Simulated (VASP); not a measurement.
# NaI: single point with r2SCAN

The system is NaI.

```
Na I
1.0
    -0.18448    3.19897    3.19897
     3.19897   -0.18448    3.19897
     3.19897    3.19897   -0.18448
Na I
1 1
Cartesian
  0.0000 0.0000 0.0000
  3.1067 3.1067 3.1067
```

This cell differs from its parent crystal: epitaxial 111 strain +4.8%.

```yaml
Program: VASP 6.6.1
Task: single point
Functional: r2SCAN
Potentials_or_basis: VASP PAW PBE potentials, release 64 (Na_pv, I)
Cutoff: 520 eV
k_mesh: 8 × 8 × 8
Occupations: gaussian, width 0.01 eV
Spin: no spin polarisation
```

```
Pressure               : -0.9 GPa
Band gap on the k mesh : 4.04 eV, direct
```

Stress tensor (GPa, compression positive):
```
-0.88  0.39  0.39
 0.39 -0.88  0.39
 0.39  0.39 -0.88
```

Levels at points of the mesh, in eV from the valence-band top:
```
           k point  band 5  band 6  band 7  band 8  band 9  band 10
(0.00, 0.00, 0.00)   -0.32   -0.32    0.00    4.04    7.95     7.95
(0.50, 0.00, 0.00)   -2.27   -0.50   -0.32    5.51    7.68     8.28
(0.50, 0.50, 0.00)   -2.01   -1.08   -0.73    4.91    5.95    10.01
(0.50, 0.50, 0.50)   -2.17   -0.68   -0.68    5.22    7.41     7.41
```

Run time: 9.3 min on 1 thread of AMD EPYC 7R43 64-Core Processor (Zen 3) (shared host), peak memory 0.21 GiB.

Caveat: the cell differs from its parent crystal (epitaxial 111 strain +4.8%); the PAW data sets were made with another functional, which shifts forces and pressure a little; spin-orbit coupling is left out, which moves the levels of the heavy elements. A k mesh can miss the band edges.
